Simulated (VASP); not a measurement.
**MgO: single point with r2SCAN**

The system is MgO.

```
CELL_PARAMETERS angstrom
3.48410 0.00000 0.00000
-1.74205 3.01732 0.00000
0.00000 0.00000 4.18569
ATOMIC_POSITIONS crystal
Mg 0.66667 0.33333 0.75000
Mg 0.33333 0.66667 0.25000
O 0.61520 0.47394 0.25000
O 0.33333 0.66667 0.75000
```

This cell differs from its parent crystal: atom 3 (O) moved -0.600 Å along Cartesian [1 -1 0].

```
Program                : VASP 6.6.1
Task                   : single point
Functional             : r2SCAN
Potentials or basis    : VASP PAW PBE potentials, release 64 (Mg_sv, O)
Cutoff                 : 920 eV
k mesh                 : 6 × 6 × 6
Occupations            : gaussian, width 0.05 eV
Spin                   : no spin polarisation
Dipole correction      : no
Further INCAR settings : ALGO = Normal; EDIFF = 1e-06; NBANDS = 24
```

```yaml
Pressure: 32.9 GPa
Largest_force: 23.158 eV/Å
Band_gap_on_the_k_mesh: 3.51 eV
```

Forces on the atoms (eV/Å):
```
Mg   -0.695   0.759   0.000
Mg  -18.945   8.367   0.000
O    20.945  -9.881   0.000
O    -1.305   0.755   0.000
```

Stress tensor (GPa, compression positive):
```
 85.84 -39.82   0.00
-39.82   9.20   0.00
  0.00   0.00   3.75
```

Levels at points of the mesh, in eV from the valence-band top:
```csv
k point,band 12,band 13,band 14,band 15,band 16,band 17,band 18,band 19,band 20,band 21
"(0.00, 0.00, 0.00)",-2.09,-1.72,-1.31,-0.73,0.00,3.51,9.79,11.51,12.39,14.35
"(0.50, 0.00, 0.00)",-3.09,-2.23,-1.94,-1.12,-0.97,7.85,8.37,9.75,12.38,12.97
"(0.00, 0.50, 0.00)",-3.26,-2.38,-1.77,-0.83,-0.58,8.14,8.90,9.14,11.52,13.31
"(0.50, 0.50, 0.00)",-2.74,-2.69,-2.46,-1.58,-0.78,6.18,9.02,12.16,12.76,13.28
"(0.00, 0.00, 0.50)",-2.67,-1.68,-1.33,-1.28,-1.27,6.21,6.49,13.15,13.60,13.84
"(0.50, 0.00, 0.50)",-3.85,-2.19,-1.73,-1.01,-0.60,7.35,7.77,10.74,11.55,14.75
"(0.00, 0.50, 0.50)",-3.60,-2.24,-1.82,-1.34,-0.96,7.88,8.04,11.20,11.77,15.10
"(0.50, 0.50, 0.50)",-4.09,-1.93,-1.51,-0.58,-0.37,7.08,7.42,9.93,11.05,14.43
```

It took 5.6 min on 1 thread of Intel(R) Xeon(R) Platinum 8488C (Sapphire Rapids), with other jobs on the host, peak memory 0.34 GiB.

Caveat: the cell differs from its parent crystal (atom 3 (O) moved -0.600 Å along Cartesian [1 -1 0]); atoms lie so close that the PAW spheres overlap strongly, which falsifies energies and pressures; the stress differs along the axes, from 4 to 86 GPa; the PAW data sets were made with another functional, which shifts forces and pressure a little.
